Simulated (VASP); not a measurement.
# Mg (P6/mmm) in VASP: a series of runs

Runs on Mg. Level: PBE. Tasks: single point, relaxation of cell and atoms.

Program: VASP 6.6.1. These are calculated values, not measurements. Logs are shortened: lines on timing, memory, paths and dates and some standing lists are left out, and cuts for length are marked.

**1. The cell of the first run**

It takes space group P6/mmm (No. 191, hexagonal). Conventional cell: a = 2.817 Å, b = 2.817 Å, c = 6.690 Å, α = 90.00°, β = 90.00°, γ = 120.00°. Mg (site symmetry 6mm) has 7 Mg at 2.55 to 2.82 Å within 3.4 Å.

**2. Single point, PBE**

The input, INCAR:

```
PREC     = Accurate       # precision mode
ENCUT    = 520            # plane-wave cutoff, eV
EDIFF    = 1E-6           # SCF threshold, eV
ISMEAR   = 0              # smearing method
SIGMA    = 0.1            # smearing width, eV
LREAL    = False          # projectors in reciprocal space
LASPH    = True           # aspherical terms in the spheres
NELM     = 100            # most SCF steps
ALGO     = Fast           # electronic algorithm
ISIF     = 2              # what is computed and relaxed
LWAVE    = False          # write WAVECAR
LCHARG   = True           # write CHGCAR
GGA      = PE             # functional
LELF     = True           # ELF
LVHAR    = True         
NBANDS   = 9              # bands
```

The input, KPOINTS:

```
Automatic mesh
0
Gamma
  6 6 4
```

The input, POSCAR:

```
Mg
1.0
    2.8165195700      0.0000000000      0.0000000000
   -1.4082597900      2.4391775000      0.0000000000
    0.0000000000      0.0000000000      6.6902160700
Mg
2
Direct
    0.0000000000      0.0000000000      0.1907002000
    0.0000000000      0.0000000000      0.8092998000
```

Potentials or basis: VASP PAW PBE potentials, release 64 (Mg).

Launch:

```bash
> cat potpaw_PBE.64/Mg/POTCAR > POTCAR
> mpirun -np 1 vasp_std > vasp.out
```

OUTCAR:

```text
PREC = Accurate
   ENCUT = 520
   EDIFF = 1E-6
   ISMEAR = 0
   LREAL = False
   LASPH = True
   NELM = 100
   ISIF = 2
   GGA = PE

 ion  position               nearest neighbor table
   1  0.000  0.000  0.191-   2 2.55
   2  0.000  0.000  0.809-   1 2.55

  LATTYP: Found a hexagonal cell.
 ALAT       =     2.8165195700
 C/A-ratio  =     2.3753486897

  Lattice vectors:

 A1 = (   2.8165195700,   0.0000000000,   0.0000000000)
 A2 = (  -1.4082597900,   2.4391775000,   0.0000000000)
 A3 = (   0.0000000000,   0.0000000000,   6.6902160700)

Analysis of symmetry for initial positions (statically):
=====================================================================
 Subroutine PRICEL returns:
 Original cell was already a primitive cell.

 Routine SETGRP: Setting up the symmetry group for a
 hexagonal supercell.

 Subroutine GETGRP returns: Found 24 space group operations
 (whereof 24 operations were pure point group operations)
 out of a pool of 24 trial point group operations.

The static configuration has the point symmetry D_6h.

Analysis of symmetry for dynamics (positions and initial velocities):
=====================================================================
 Subroutine PRICEL returns:
 Original cell was already a primitive cell.

 Routine SETGRP: Setting up the symmetry group for a
 hexagonal supercell.

 Subroutine GETGRP returns: Found 24 space group operations
 (whereof 24 operations were pure point group operations)
 out of a pool of 24 trial point group operations.

The dynamic configuration has the point symmetry D_6h.

 Subroutine INISYM returns: Found 24 space group operations
 (whereof 24 operations are pure point group operations),
 and found     1 'primitive' translations

----------------------------------------------------------------------------------------

                                     Primitive cell

  volume of cell :      45.9617

  direct lattice vectors                    reciprocal lattice vectors
     2.816519570  0.000000000  0.000000000     0.355048128  0.204987133  0.000000000
    -1.408259790  2.439177500  0.000000000     0.000000000  0.409974264  0.000000000
     0.000000000  0.000000000  6.690216070     0.000000000  0.000000000  0.149472004

  length of vectors
     2.816519570  2.816519574  6.690216070     0.409974264  0.409974264  0.149472004

  position of ions in fractional coordinates (direct lattice)
     0.000000000  0.000000000  0.190700200
     0.000000000  0.000000000  0.809299800

  ion indices of the primitive-cell ions
   primitive index   ion index
                 1           1
                 2           2

----------------------------------------------------------------------------------------

 KPOINTS: Automatic mesh

Automatic generation of k-mesh.
 Grid dimensions read from file:
 generate k-points for:    6    6    4

 Generating k-lattice:

  Cartesian coordinates                     Fractional coordinates (reciprocal lattice)
     0.059174688  0.034164522  0.000000000     0.166666667 -0.000000000  0.000000000
     0.000000000  0.068329044  0.000000000     0.000000000  0.166666667  0.000000000
     0.000000000  0.000000000  0.037368001     0.000000000  0.000000000  0.250000000

  Length of vectors
     0.068329044  0.068329044  0.037368001

  Shift w.r.t. Gamma in fractional coordinates (k-lattice)
     0.000000000  0.000000000  0.000000000

 Subroutine IBZKPT returns following result:
 ===========================================

 Found     21 irreducible k-points:

 Following reciprocal coordinates:
            Coordinates               Weight
  0.000000  0.000000  0.000000      1.000000
  0.166667 -0.000000  0.000000      6.000000
  0.333333  0.000000  0.000000      6.000000
  0.500000  0.000000  0.000000      3.000000
  0.166667  0.166667  0.000000      6.000000
  0.333333  0.166667  0.000000     12.000000
[... 13 lines left out ...]
  0.333333  0.166667  0.500000     12.000000
  0.333333  0.333333  0.500000      2.000000
   k-points           NKPTS =     21   k-points in BZ     NKDIM =     21   number of bands    NBANDS=      9
   number of dos      NEDOS =    301   number of ions     NIONS =      2
   total plane-waves  NPLWV =  28800
   dimension x,y,z NGX =    24 NGY =   24 NGZ =   50
   dimension x,y,z NGXF=    48 NGYF=   48 NGZF=  100
   ions per type =               2
   NGX,Y,Z   is equivalent  to a cutoff of  14.17, 14.17, 12.42 a.u.
   NGXF,Y,Z  is equivalent  to a cutoff of  28.33, 28.33, 24.85 a.u.
 SYSTEM =  unknown system
   PREC   = accura    normal or accurate (medium, high low for compatibility)
   ISTART =      0    job   : 0-new  1-cont  2-samecut
   ICHARG =      2    charge: 1-file 2-atom 10-const
   ISPIN  =      1    spin polarized calculation?
   LNONCOLLINEAR =      F non collinear calculations
   LSORBIT =      F    spin-orbit coupling
   LASPH  =      T    aspherical Exc in radial PAW
   ENCUT  =  520.0 eV  38.22 Ry    6.18 a.u.   5.24  5.24 12.44*2*pi/ulx,y,z
   NELM   =    100;   NELMIN=  2; NELMDL= -5     # of ELM steps
   EDIFF  = 0.1E-05   stopping-criterion for ELM
   LREAL  =      F    real-space projection
[... 7 lines left out ...]
   TEBEG  =    0.0;   TEEND  =   0.0 temperature during run
   PSTRESS=    0.0 pullay stress
   NELECT =       4.0000    total number of electrons
   NUPDOWN=      -1.0000    fix difference up-down
   EMIN   =  10.00;   EMAX   =-10.00  energy-range for DOS
   EFERMI =   0.00;   METHOD = LEGACY
   ISMEAR =     0;   SIGMA  =   0.10  broadening in eV -4-tet -1-fermi 0-gaus
   EFERMI_NEDOS =   21; number of points for ismear=-14 and -15
   IALGO  =     68    algorithm
   IMIX   =      4    mixing-type and parameters
     AMIX     =   0.40;   BMIX     =  1.00
     AMIX_MAG =   1.60;   BMIX_MAG =  1.00
  volume/ion in A,a.u.               =      22.98       155.08
  Fermi-wavevector in a.u.,A,eV,Ry     =   0.725487  1.370971  7.161165  0.526331
  Thomas-Fermi vector in A             =   1.816221
   LORBIT       =      0    0 simple, 1 ext, 2 COOP (PROOUT), +10 PAW based schemes
   GGA     = PE    functional components
   LHFCALC =     F    Hartree Fock is set to
   AEXX    =    0.0000 exact exchange contribution
   IVDW    =     0    specifies the selected vdW correction
   LEPSILON=     F    determine dielectric tensor
   LRPA    =     F    only Hartree local field effects (RPA)
 non-spin polarized calculation
 RMM-DIIS sequential band-by-band and
 Gauss-broadening in eV      SIGMA  =   0.10
  energy-cutoff  :      520.00
  volume of cell :       45.96
 maximum number of plane-waves:      1251
 NGX is ok and might be reduce to    24
   NGX = 11   NGY = 11   NGZ = 25

 number of electron       4.0000000 magnetization

 Free energy of the ion-electron system (eV)
  ---------------------------------------------------
  ext. energy  EPLUGINS =         0.00000000
  ---------------------------------------------------
  free energy    TOTEN  =        -1.73959774 eV

  energy without entropy =       -1.73321739  energy(sigma->0) =       -1.73640756

 E-fermi :   2.5127     XC(G=0):  -8.2913

 val. band max:        2.4067864431   @ k =   0.3333   0.1667   0.2500
 cond. band min:       2.5382359143   @ k =   0.3333   0.3333   0.0000
 fundamental gap:      0.1314494712
 Fermi energy:         2.5127222243

 k-point     1 :       0.0000    0.0000    0.0000
  band No.  band energies     occupation
      1      -4.9759      2.00000
      2      -1.6254      2.00000
      3       0.0938      2.00000
      4       8.5444      0.00000
      5       8.6392      0.00000
      6      16.7351      0.00000
      7      16.7351      0.00000
      8      18.8258      0.00000
      9      18.8698      0.00000

 k-point     2 :       0.1667   -0.0000    0.0000
  band No.  band energies     occupation
      1      -4.2771      2.00000
      2      -0.9322      2.00000
      3       0.7499      2.00000
      4       9.0616      0.00000
      5       9.1447      0.00000
      6      11.5444      0.00000
      7      14.0734      0.00000
      8      14.9232      0.00000
      9      15.8610      0.00000

 k-point     3 :       0.3333    0.0000    0.0000
  band No.  band energies     occupation
      1      -2.2228      2.00000
      2       1.0727      2.00000
      3       2.7205      0.00330
      4       5.6432      0.00000
      5       8.8261      0.00000
      6      10.6020      0.00000
      7      10.8491      0.00000
      8      11.0437      0.00000
      9      13.3684      0.00000

 k-point     4 :       0.5000    0.0000    0.0000
  band No.  band energies     occupation
      1       0.6688      2.00000
      2       1.6195      2.00000
      3       3.5313      0.00000
      4       5.3651      0.00000
      5       5.9886      0.00000
      6       6.0483      0.00000
      7      11.5967      0.00000
      8      12.8401      0.00000
      9      13.8305      0.00000
[... 169 lines left out ...]
 k-point    19 :       0.1667    0.1667    0.5000
  band No.  band energies     occupation
      1      -2.7248      2.00000
      2      -0.5715      2.00000
      3       4.4054      0.00000
      4       5.9764      0.00000
      5       8.3536      0.00000
      6       9.7672      0.00000
      7      10.3012      0.00000
      8      12.7184      0.00000
      9      15.9550      0.00000

 k-point    20 :       0.3333    0.1667    0.5000
  band No.  band energies     occupation
      1      -0.0815      2.00000
      2       2.0373      2.00000
      3       3.8771      0.00000
      4       5.9675      0.00000
      5       6.7834      0.00000
      6       8.1775      0.00000
      7       8.4198      0.00000
      8      10.6578      0.00000
      9      11.0897      0.00000

 k-point    21 :       0.3333    0.3333    0.5000
  band No.  band energies     occupation
      1       2.6796      0.01828
      2       2.6796      0.01828
      3       4.5538      0.00000
      4       4.6822      0.00000
      5       4.6822      0.00000
      6       6.9660      0.00000
      7      10.0286      0.00000
      8      10.0286      0.00000
      9      11.0078      0.00000

------------------------ aborting loop because EDIFF is reached ----------------------------------------

  FORCE on cell =-STRESS in cart. coord.  units (eV):
  Direction    XX          YY          ZZ          XY          YZ          ZX
  --------------------------------------------------------------------------------------
  -------------------------------------------------------------------------------------
  Total        3.6461827      3.6461827      2.9174751     -0.0000000      0.0000000      0.0000000
  in kB      127.1020891    127.1020893    101.7001101     -0.0000003      0.0000000      0.0000000
  external PRESSURE =     118.6347629 kB  Pullay stress =       0.0000000 kB

 VOLUME and BASIS-vectors are now :
 -----------------------------------------------------------------------------
  energy-cutoff  :      520.00
  volume of cell :       45.96
      direct lattice vectors                 reciprocal lattice vectors
     2.816519570  0.000000000  0.000000000     0.355048128  0.204987133  0.000000000
    -1.408259790  2.439177500  0.000000000     0.000000000  0.409974264  0.000000000
     0.000000000  0.000000000  6.690216070     0.000000000  0.000000000  0.149472004

 POSITION                                       TOTAL-FORCE (eV/Angst)
 -----------------------------------------------------------------------------------
      0.00000      0.00000      1.27583        -0.000000     -0.000000      1.809269
      0.00000      0.00000      5.41439         0.000000      0.000000     -1.809269
 -----------------------------------------------------------------------------------
    total drift:                               -0.000000     -0.000000     -0.000000

  FREE ENERGIE OF THE ION-ELECTRON SYSTEM (eV)
  ---------------------------------------------------
  free  energy   TOTEN  =        -1.7395977407 eV

  energy  without entropy=       -1.7332173878  energy(sigma->0) =       -1.73640756
```

Wall time 5.8 s (1 thread of Intel Xeon 6975P-C (Granite Rapids), shared host); peak memory 0.16 GiB.

Results:

| Item | Value |
| --- | --- |
| Free energy | -1.7396 eV |
| Pressure | 11.9 GPa |
| Largest force | 1.809 eV/Å |
| Band gap on the k mesh | zero (band 2 reaches 2.92 eV, above the bottom of band 3 at 0.09 eV) |

Forces in eV/Å, atoms in the order of the input:
```
Mg   0.000  0.000  1.809
Mg   0.000  0.000 -1.809
```

Caveat: the k points lie up to 0.43 Å⁻¹ apart; forces of over 1 eV/Å act on the atoms, so gaps and moduli don't describe the material at rest.

[end of part 1 of 3]
